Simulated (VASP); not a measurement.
In, 1 atom in the cell. It takes space group I4/mmm (No. 139, tetragonal). Conventional cell: a = 3.361 Å, b = 3.361 Å, c = 4.870 Å, α = 90.00°, β = 90.00°, γ = 90.00°. Within 4.4 Å of In (site symmetry 4/mmm) lie 12 In at 3.36 to 3.40 Å. 

```yaml
Program: VASP 6.6.1
Task: single point
Functional: LDA
Potentials_or_basis: VASP PAW LDA potentials, release 64 (In_d)
Cutoff: 520 eV
k_mesh: 22 × 22 × 22
Occupations: gaussian, width 0.15 eV
Spin: no spin polarisation
Dipole_correction: no
Further_INCAR_settings: ALGO = Fast; EDIFF = 1e-06; NBANDS = 12
```

Potentials or basis: VASP PAW LDA potentials, release 64 (In_d).

Run with:

```bash
$ cat potpaw_LDA.64/In_d/POTCAR > POTCAR
$ mpirun -np 1 vasp_std > vasp.out
```

Hardware: 1 thread of Intel(R) Xeon(R) 6975P-C (Granite Rapids), with other jobs on the host.

**Question.** Estimate the wall time of this run.

**Answer.** Wall time 2 min on 1 thread of Intel(R) Xeon(R) 6975P-C (Granite Rapids), with other jobs on the host, peak memory 0.36 GiB. Counts: scf iterations 12, k points 834.
